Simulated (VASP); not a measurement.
A run of VASP 6.6.1:

The input INCAR:

```
ALGO = Normal
EDIFF = 1E-6
ENCUT = 540
GGA = PS
GGA_COMPAT = F
ISIF = 2
ISMEAR = -1
LASPH = T
LCHARG = T
LELF = T
LREAL = F
LVHAR = T
LWAVE = F
NBANDS = 31
NELM = 120
PREC = Accurate
SIGMA = 0.1
```

File KPOINTS:

```
k-points
0
Gamma
  6 6 6
```

File POSCAR:

```
BaAu2
1.0
    4.7844397201      0.0000000000      0.0000000000
   -2.3922198601      4.1434463405      0.0000000000
    0.0000000000      0.0000000000      4.1022268584
Ba Au
1 2
Direct
    0.0000000000      0.0000000000      0.0000000000
    0.3333333333      0.6666666667      0.5000000000
    0.6666666667      0.3333333333      0.5000000000
```

Potentials or basis: VASP PAW PBE potentials, release 64 (Ba_sv, Au_sv_GW).

Run with:

```sh
$ cat potpaw_PBE.64/Ba_sv/POTCAR potpaw_PBE.64/Au_sv_GW/POTCAR > POTCAR
$ mpirun -np 1 vasp_std > vasp.out
```

Hardware: 1 thread of Intel(R) Xeon(R) Platinum 8488C (Sapphire Rapids), on a shared host.

Task: Estimate the wall time of this run.

Result: Run time: 77 s on 1 thread of Intel(R) Xeon(R) Platinum 8488C (Sapphire Rapids), with other jobs on the host, peak memory 0.24 GiB. Counts: scf iterations 13, k points 28.
